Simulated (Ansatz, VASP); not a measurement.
**SnSe2: VASP beside Ansatz**

```
Sn Se
1.0
     3.84060    0.00000    0.00000
    -1.92030    3.32606    0.00000
     0.00000    0.00000    6.52188
Sn Se
1 2
Direct
  0.00000 0.00000 0.00000
  0.33333 0.66667 0.24132
  0.66667 0.33333 0.75868
```

Alike in both runs: functional r2SCAN; k mesh 14 × 14 × 10; occupations gaussian, width 0.02 eV; no spin polarisation.

Ansatz relaxed the structure, and its values are those at the end. VASP's run is a single point on that final structure, the one shown.

|  | VASP | Ansatz |
| --- | --- | --- |
| version | VASP 6.6.1 | Ansatz 0.2.0 |
| potentials or method | VASP PAW PBE potentials, release 64 (Sn_d, Se) | scalar-relativistic, plane waves, PAW |
| plane-wave cutoff (eV) | 550 | 500 |
| valence electrons in the cell | 26 | 46 |

Ansatz gave:

| Item | Value |
| --- | --- |
| gap on the k mesh at the Fermi level (eV) | 1.01 |
| least direct gap on the mesh (eV) | 1.46 |
| pressure (GPa) | 0.0 |
| rms of the force components (eV/Å) | 0.000 |

Task: Which values does VASP return?

Result: gap on the k mesh at the Fermi level (eV): 1.01; least direct gap on the mesh (eV): 1.46; pressure (GPa): 0.1; rms of the force components (eV/Å): 0.006.

VASP's potentials were made for PBE, not for r2SCAN. VASP's potentials hold 26 valence electrons a cell and Ansatz's 46, so a difference there can come from the potentials and not from the codes.
